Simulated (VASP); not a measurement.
AlP5:

```
Al P
1.0
     3.87122    0.00000    0.00000
    -1.93561    3.35258    0.00000
     0.00000    0.00000    8.82105
Al P
1 5
Direct
  0.00000 0.00000 0.50000
  0.52715 0.00000 0.00000
  0.00000 0.52715 0.00000
  0.47285 0.47285 0.00000
  0.00000 0.00000 0.23534
  0.00000 0.00000 0.76466
```

The cell was generated, and may not be a known phase.

| Item | Value |
| --- | --- |
| Program | VASP 6.6.1 |
| Task | relaxation of cell and atoms |
| Functional | PBE |
| Potentials or basis | VASP PAW PBE potentials, release 64 (Al, P) |
| Cutoff | 600 eV |
| k mesh | 6 × 6 × 2 |
| Occupations | gaussian, width 0.1 eV |
| Spin | no spin polarisation |

At the start: pressure 30.5 GPa; volume 19.08 Å³/atom.

**Question.** How do energy, volume and symmetry change on relaxing?

**Answer.** Over 27 steps the energy falls by 1052.1 meV/atom and the volume is 31.27 Å³/atom (+63.9 %); space group P-62m (No. 189, to 0.1 Å) before and after.

The path:
| step | energy change (eV) | largest force (eV/Å) | pressure (GPa) | volume (Å³) |
| --- | --- | --- | --- | --- |
| 1 | 0.0000 | 1.1497 | 30.46 | 114.48 |
| 2 | -4.0757 | 0.2245 | -5.14 | 182.95 |
| 3 | -4.4506 | 0.3423 | -1.08 | 157.70 |
| 4 | -4.4574 | 0.3207 | -1.95 | 161.26 |
| 5 | -4.4582 | 0.3268 | -1.72 | 160.24 |
| 6 | -4.5920 | 0.6563 | -0.02 | 154.98 |
| 7 | -4.5939 | 0.7807 | 0.23 | 154.35 |
| 8 | -4.6812 | 0.7728 | 0.26 | 153.27 |
| 9 | -4.9837 | 0.8671 | 0.57 | 149.90 |
| 10 | -5.5029 | 0.6762 | 3.64 | 142.53 |
| 11 | -5.5641 | 0.3750 | 3.59 | 144.25 |
| 12 | -5.6171 | 0.2436 | 4.17 | 147.06 |
| 13 | -5.7405 | 0.3909 | 5.85 | 152.75 |
| 14 | -5.1724 | 4.0849 | 10.36 | 164.47 |
| 15 | -5.7679 | 0.5433 | 6.38 | 154.29 |
| 16 | -5.7619 | 1.1359 | 7.40 | 157.53 |
| 17 | -5.7813 | 0.7679 | 6.81 | 155.73 |
| 18 | -5.8970 | 0.8749 | 6.12 | 160.24 |
| 19 | -6.0307 | 1.6254 | 4.53 | 174.30 |
| 20 | -6.1801 | 1.0245 | 2.91 | 178.37 |
| 21 | -6.3004 | 0.1860 | -0.39 | 188.82 |
| 22 | -6.3031 | 0.0652 | -0.06 | 187.56 |
| 23 | -6.3031 | 0.0383 | 0.01 | 187.29 |
| 24 | -6.3058 | 0.0380 | 0.02 | 187.34 |
| 25 | -6.3110 | 0.0354 | 0.03 | 187.49 |
| 26 | -6.3104 | 0.0604 | 0.08 | 187.76 |
| 27 | -6.3124 | 0.0357 | 0.05 | 187.62 |

Final structure:
```cif
data_structure
_symmetry_space_group_name_H-M 'P 1'
_symmetry_Int_Tables_number 1
_cell_length_a 5.2322
_cell_length_b 5.2322
_cell_length_c 7.9138
_cell_angle_alpha 90.000
_cell_angle_beta 90.000
_cell_angle_gamma 120.000
_cell_volume 187.62
loop_
_atom_site_label
_atom_site_type_symbol
_atom_site_fract_x
_atom_site_fract_y
_atom_site_fract_z
_atom_site_occupancy
Al1 Al 0.00000 0.00000 0.50000 1
P1 P 0.63571 0.00000 0.00000 1
P2 P 0.00000 0.63571 0.00000 1
P3 P 0.36429 0.36429 0.00000 1
P4 P 0.00000 0.00000 0.15839 1
P5 P 0.00000 0.00000 0.84161 1
```

Caveat: the volume moved by over 15 % at a fixed basis, so the end points are rough.
